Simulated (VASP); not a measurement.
Input of a VASP 6.6.1 run:

The input INCAR:

```
SYSTEM = Ga3As3N2
PREC = Accurate ; ENCUT = 520
EDIFF = 1E-6 ; ISMEAR = 0
SIGMA = 0.05 ; LREAL = .FALSE.
LASPH = .TRUE. ; NELM = 60
ALGO = Normal ; ISIF = 2
LWAVE = .FALSE. ; LCHARG = .FALSE.
LDIPOL = .TRUE. ; IDIPOL = 3
DIPOL = 0.5 0.5 0.331 ; GGA = PE
IVDW = 12 ; NBANDS = 42
```

Contents of KPOINTS:

```
regular mesh
0
G
  7 5 1
  0 0 0
```

Contents of POSCAR:

```
Ga3As3N2
1.0
    4.0137031116      0.0000000000      0.0000000000
    0.0000000000      5.6762333758      0.0000000000
    0.0000000000      0.0000000000     22.8852699092
Ga As N
3 3 2
Direct
    0.5000000000      0.5000000000      0.1747849169
    0.0000000000      0.0653835254      0.2732733389
    0.5000000000      0.4894639615      0.3292030243
    0.0000000000      0.2500000000      0.1747849169
    0.5000000000      0.8102208702      0.2554204538
    0.0000000000      0.2887573197      0.3664046761
    0.0000000000      0.5387573197      0.5149718555
    0.0000000000      0.5387573197      0.5630377077
```

Potentials or basis: VASP PAW PBE potentials, release 64 (Ga_d, As, N).

Command:

```bash
$ cat potpaw_PBE.64/Ga_d/POTCAR potpaw_PBE.64/As/POTCAR potpaw_PBE.64/N/POTCAR > POTCAR
$ mpirun -np 1 vasp_std > vasp.out
```

(1) What does it give for the band gap on the k mesh?

(2) Predict the dispersion energy per atom.

Results:

(1) 0.40 eV (least direct gap 0.75 eV).

(2) -0.157 eV.

Caveat: the standard files for N, O and F lose accuracy on very short bonds; semilocal functionals underestimate gaps, and a narrow one can read as zero.
